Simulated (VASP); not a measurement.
# Sb (R-3m) in VASP: notebook

The runs below take Sb through single point, relaxation of cell and atoms, with PBE.

Everything below comes from runs of VASP 6.6.1. Logs are shortened: lines on timing, memory, paths and dates and some standing lists are left out, and cuts for length are marked.

**1. The cell of the first run**

It takes space group R-3m (No. 166, trigonal). The conventional cell has a = 4.374 Å, b = 4.374 Å, c = 11.527 Å, α = 90.00°, β = 90.00°, γ = 120.00°. Sb (site symmetry 3m) has 6 Sb at 2.95 to 3.43 Å within 3.9 Å.

**2. Single point, PBE**

The input, INCAR:

```
SYSTEM = Sb
  ALGO = Normal
  EDIFF = 1E-6
  ENCUT = 520
  GGA = PE
  ISIF = 2
  ISMEAR = 0
  LASPH = .True.
  LCHARG = .False.
  LREAL = .False.
  LWAVE = .False.
  NBANDS = 12
  NELM = 60
  PREC = Accurate
  SIGMA = 0.1
```

The input, KPOINTS:

```
k-points
0
Gamma
  12 12 12
  0 0 0
```

The input, POSCAR:

```
Sb
1.0
    2.1871315989      1.2627410174      3.8422905106
   -2.1871315989      1.2627410174      3.8422905106
    0.0000000000     -2.5254820347      3.8422905106
Sb
2
Direct
    0.2672476075      0.2672476075      0.2672476075
    0.7327523925      0.7327523925      0.7327523925
```

Potentials or basis: VASP PAW PBE potentials, release 64 (Sb).

On the command line:

```
cat potpaw_PBE.64/Sb/POTCAR > POTCAR
mpirun -np 1 vasp_std > vasp.out
```

OUTCAR:

```text
SYSTEM = Sb
   EDIFF = 1E-6
   ENCUT = 520
   GGA = PE
   ISIF = 2
   ISMEAR = 0
   LASPH = .True.
   LREAL = .False.
   NELM = 60
   PREC = Accurate

 ion  position               nearest neighbor table
   1  0.267  0.267  0.267-   2 2.95   2 2.95   2 2.95   2 3.43   2 3.43   2 3.43
   2  0.733  0.733  0.733-   1 2.95   1 2.95   1 2.95   1 3.43   1 3.43   1 3.43

  LATTYP: Found a trigonal (rhomboedric) cell.
 ALAT       =     4.5979621438
 COS(alpha) =     0.5474682622

  Lattice vectors:

 A1 = (   2.1871315989,   1.2627410174,   3.8422905106)
 A2 = (  -2.1871315989,   1.2627410174,   3.8422905106)
 A3 = (   0.0000000000,  -2.5254820347,   3.8422905106)

Analysis of symmetry for initial positions (statically):
=====================================================================
 Subroutine PRICEL returns:
 Original cell was already a primitive cell.

 Routine SETGRP: Setting up the symmetry group for a
 trigonal (rhombohedral) supercell.

 Subroutine GETGRP returns: Found 12 space group operations
 (whereof 12 operations were pure point group operations)
 out of a pool of 12 trial point group operations.

The static configuration has the point symmetry D_3d.

Analysis of symmetry for dynamics (positions and initial velocities):
=====================================================================
 Subroutine PRICEL returns:
 Original cell was already a primitive cell.

 Routine SETGRP: Setting up the symmetry group for a
 trigonal (rhombohedral) supercell.

 Subroutine GETGRP returns: Found 12 space group operations
 (whereof 12 operations were pure point group operations)
 out of a pool of 12 trial point group operations.

The dynamic configuration has the point symmetry D_3d.

 Subroutine INISYM returns: Found 12 space group operations
 (whereof 12 operations are pure point group operations),
 and found     1 'primitive' translations

----------------------------------------------------------------------------------------

                                     Primitive cell

  volume of cell :      63.6694

  direct lattice vectors                    reciprocal lattice vectors
     2.187131599  1.262741017  3.842290511     0.228609929  0.131988004  0.086753808
    -2.187131599  1.262741017  3.842290511    -0.228609929  0.131988004  0.086753808
     0.000000000 -2.525482035  3.842290511     0.000000000 -0.263976008  0.086753808

  length of vectors
     4.597962144  4.597962144  4.597962144     0.277866076  0.277866076  0.277866076

  position of ions in fractional coordinates (direct lattice)
[... 85 lines left out ...]
   ISIF   =      2    stress and relaxation
   ISYM   =      2    0-nonsym 1-usesym 2-fastsym
   POTIM  = 0.5000    time-step for ionic-motion
   TEBEG  =    0.0;   TEEND  =   0.0 temperature during run
   PSTRESS=    0.0 pullay stress
   NELECT =      10.0000    total number of electrons
   NUPDOWN=      -1.0000    fix difference up-down
   EMIN   =  10.00;   EMAX   =-10.00  energy-range for DOS
   EFERMI =   0.00;   METHOD = LEGACY
   ISMEAR =     0;   SIGMA  =   0.10  broadening in eV -4-tet -1-fermi 0-gaus
   EFERMI_NEDOS =   21; number of points for ismear=-14 and -15
   IALGO  =     38    algorithm
   IMIX   =      4    mixing-type and parameters
     AMIX     =   0.40;   BMIX     =  1.00
     AMIX_MAG =   1.60;   BMIX_MAG =  1.00
  volume/ion in A,a.u.               =      31.83       214.83
  Fermi-wavevector in a.u.,A,eV,Ry     =   0.883279  1.669155 10.615020  0.780182
  Thomas-Fermi vector in A             =   2.004024
   LORBIT       =      0    0 simple, 1 ext, 2 COOP (PROOUT), +10 PAW based schemes
   GGA     = PE    functional components
   LHFCALC =     F    Hartree Fock is set to
   AEXX    =    0.0000 exact exchange contribution
   IVDW    =     0    specifies the selected vdW correction
   LEPSILON=     F    determine dielectric tensor
   LRPA    =     F    only Hartree local field effects (RPA)
 non-spin polarized calculation
 Gauss-broadening in eV      SIGMA  =   0.10
  energy-cutoff  :      520.00
  volume of cell :       63.67
 maximum number of plane-waves:      1737
 NGX is ok and might be reduce to    36
   NGX = 17   NGY = 17   NGZ = 17

 number of electron      10.0000000 magnetization

 Free energy of the ion-electron system (eV)
  ---------------------------------------------------
  ext. energy  EPLUGINS =         0.00000000
  ---------------------------------------------------
  free energy    TOTEN  =        -8.27537069 eV

  energy without entropy =       -8.27470214  energy(sigma->0) =       -8.27503641

 E-fermi :   6.5963     XC(G=0):  -9.3014

 val. band max:        6.5252647202   @ k =   0.4167   0.0833   0.0833
 cond. band min:       6.6061867976   @ k =   0.3333   0.1667   0.1667
 fundamental gap:      0.0809220774
 Fermi energy:         6.5963156628

 k-point     1 :       0.0000    0.0000    0.0000
  band No.  band energies     occupation
      1      -5.6986      2.00000
      2       1.5836      2.00000
      3       4.6911      2.00000
      4       4.9459      2.00000
      5       4.9459      2.00000
      6       8.6030      0.00000
      7       9.2279      0.00000
      8       9.2279      0.00000
      9      11.8187      0.00000
     10      11.8187      0.00000
     11      11.9535      0.00000
     12      13.3521      0.00000
[... 331 lines left out ...]
 k-point    24 :      -0.4167    0.1667    0.0000
  band No.  band energies     occupation
      1      -3.3388      2.00000
      2      -2.6186      2.00000
      3       3.1075      2.00000
      4       4.4735      2.00000
      5       5.0367      2.00000
      6       7.5936      0.00000
      7       7.8357      0.00000
      8       9.5915      0.00000
      9      13.0991      0.00000
     10      13.6566      0.00000
     11      14.2664      0.00000
     12      16.3956      0.00000

 [... further k-points ...]
[... 5 lines left out ...]
  --------------------------------------------------------------------------------------
  -------------------------------------------------------------------------------------
  Total        0.0401278      0.0401278      0.0179026     -0.0000000      0.0000000      0.0000000
  in kB        1.0097755      1.0097755      0.4505011     -0.0000000      0.0000000      0.0000000
  external PRESSURE =       0.8233507 kB  Pullay stress =       0.0000000 kB

 VOLUME and BASIS-vectors are now :
 -----------------------------------------------------------------------------
  energy-cutoff  :      520.00
  volume of cell :       63.67
      direct lattice vectors                 reciprocal lattice vectors
     2.187131599  1.262741017  3.842290511     0.228609929  0.131988004  0.086753808
    -2.187131599  1.262741017  3.842290511    -0.228609929  0.131988004  0.086753808
     0.000000000 -2.525482035  3.842290511     0.000000000 -0.263976008  0.086753808

 POSITION                                       TOTAL-FORCE (eV/Angst)
 -----------------------------------------------------------------------------------
      0.00000      0.00000      3.08053         0.000000     -0.000000     -0.038869
      0.00000      0.00000      8.44634         0.000000      0.000000      0.038869
 -----------------------------------------------------------------------------------
    total drift:                               -0.000000     -0.000000      0.000000

  FREE ENERGIE OF THE ION-ELECTRON SYSTEM (eV)
  ---------------------------------------------------
  free  energy   TOTEN  =        -8.2753706897 eV

  energy  without entropy=       -8.2747021393  energy(sigma->0) =       -8.27503641
```

stdout:

```text
POSCAR found type information on POSCAR Sb
 POSCAR found :  1 types and       2 ions
 scaLAPACK will be used
 LDA part: xc-table for (Slater+PW92), standard interpolation
 POSCAR, INCAR and KPOINTS ok, starting setup
 FFT: planning ... GRIDC
 FFT: planning ... GRID_SOFT
 FFT: planning ... GRID
 WAVECAR not read
 entering main loop
```

Wall time 45 s (1 thread of Intel Xeon 6975P-C (Granite Rapids), shared host); peak memory 0.28 GiB.

What came out:

```yaml
Free_energy: -8.2754 eV
Pressure: 0.1 GPa
Largest_force: 0.039 eV/Å
Band_gap_on_the_k_mesh: zero (bands 5 and 6 overlap by 0.19 eV)
```

Forces on the atoms (eV/Å):
```
Sb   0.000  0.000 -0.039
Sb   0.000  0.000  0.039
```

Levels at points of the mesh, in eV from the Fermi level:
```tsv
k point	band 3	band 4	band 5	band 6	band 7	band 8
(0.00, 0.00, 0.00)	-1.91	-1.65	-1.65	2.01	2.63	2.63
(0.50, 0.00, 0.00)	-1.84	-1.74	-0.22	-0.18	0.27	0.67
(0.50, 0.50, 0.00)	-5.06	-3.46	-3.39	1.69	4.71	5.37
(0.50, 0.50, 0.50)	-1.21	-1.21	-0.51	0.29	0.29	1.14
```

Caveat: spin-orbit coupling is left out, which moves the levels of the heavy elements.

**3. Relaxation of cell and atoms, PBE**

This run uses another cell than the first one, of 31.44 Å³/atom.

The input, INCAR:

```
SYSTEM = Sb
PREC = Accurate ; ENCUT = 600
EDIFF = 1E-6 ; ISMEAR = 0
SIGMA = 0.1 ; LREAL = .FALSE.
LASPH = .TRUE. ; NELM = 60
ALGO = Normal ; ISIF = 3
LWAVE = .FALSE. ; LCHARG = .FALSE.
GGA = PE ; IBRION = 2
NSW = 100 ; EDIFFG = -0.005
```

The input, KPOINTS:

```
regular mesh
0
G
  12 12 12
  0 0 0
```

The input, POSCAR:

```
Sb
1.0
    2.1770673240      1.2569304056      3.8298803211
   -2.1770673240      1.2569304056      3.8298803211
    0.0000000000     -2.5138608111      3.8298803211
Sb
2
Direct
    0.2682562500      0.2682562500      0.2682562500
    0.7317437500      0.7317437500      0.7317437500
```

Potentials or basis: VASP PAW PBE potentials, release 64 (Sb).

On the command line:

```
cat potpaw_PBE.64/Sb/POTCAR > POTCAR
mpirun -np 1 vasp_std > vasp.out
```

It took 3.7 min on 1 thread of Intel Xeon 6975P-C (Granite Rapids), shared host; peak memory 0.33 GiB.

Results (log left out):

* Free energy: -8.2756 eV
* Relaxed volume: 31.77 Å³/atom
* Relaxed cell: a = 4.588 Å, b = 4.588 Å, c = 4.588 Å, α = 57.00°, β = 57.00°, γ = 57.00°
* Space group after relaxing (to 0.1 Å): R-3m (No. 166)
* Energy gained by relaxing: 3.0 meV/atom
* Ionic steps: 9
* Pressure after relaxing: 0.0 GPa
* Band gap on the k mesh: zero (bands 5 and 6 overlap by 0.19 eV)

The path:
| step | energy change (eV) | largest force (eV/Å) | pressure (GPa) | volume (Å³) |
| --- | --- | --- | --- | --- |
| 1 | 0.0000 | 0.2236 | 1.06 | 62.88 |
| 2 | -0.0033 | 0.0408 | -0.76 | 64.79 |
| 3 | -0.0053 | 0.0566 | -0.09 | 64.05 |
| 4 | -0.0056 | 0.0383 | -0.06 | 63.93 |
| 5 | -0.0058 | 0.0044 | 0.00 | 63.69 |
| 6 | -0.0059 | 0.0008 | -0.02 | 63.67 |
| 7 | -0.0060 | 0.0065 | -0.05 | 63.61 |
| 8 | -0.0059 | 0.0096 | 0.08 | 63.43 |
| 9 | -0.0060 | 0.0008 | 0.00 | 63.54 |

Final structure:
```xyz
2
Lattice="2.1888 1.2637 3.8285 -2.1888 1.2637 3.8285 0.0000 -2.5274 3.8285" Properties=species:S:1:pos:R:3 pbc="T T T"
Sb    0.0000    0.0000    3.0636
Sb    0.0000    0.0000    8.4219
```

Levels at points of the mesh, in eV from the Fermi level:
```tsv
k point	band 1	band 2	band 3	band 4	band 5	band 6	band 7	band 8	band 9
(0.00, 0.00, 0.00)	-12.29	-5.00	-1.90	-1.65	-1.65	2.06	2.65	2.65	5.20
(0.50, 0.00, 0.00)	-10.08	-9.36	-1.80	-1.70	-0.22	-0.18	0.27	0.63	7.53
(0.50, 0.50, 0.00)	-10.10	-7.90	-5.09	-3.47	-3.39	1.72	4.72	5.35	6.55
(0.50, 0.50, 0.50)	-10.88	-8.69	-1.20	-1.20	-0.50	0.26	0.26	1.11	6.92
```

Caveat: spin-orbit coupling is left out, which moves the levels of the heavy elements.

The gap in the log of VASP goes by the Fermi energy; the results here count the filled bands.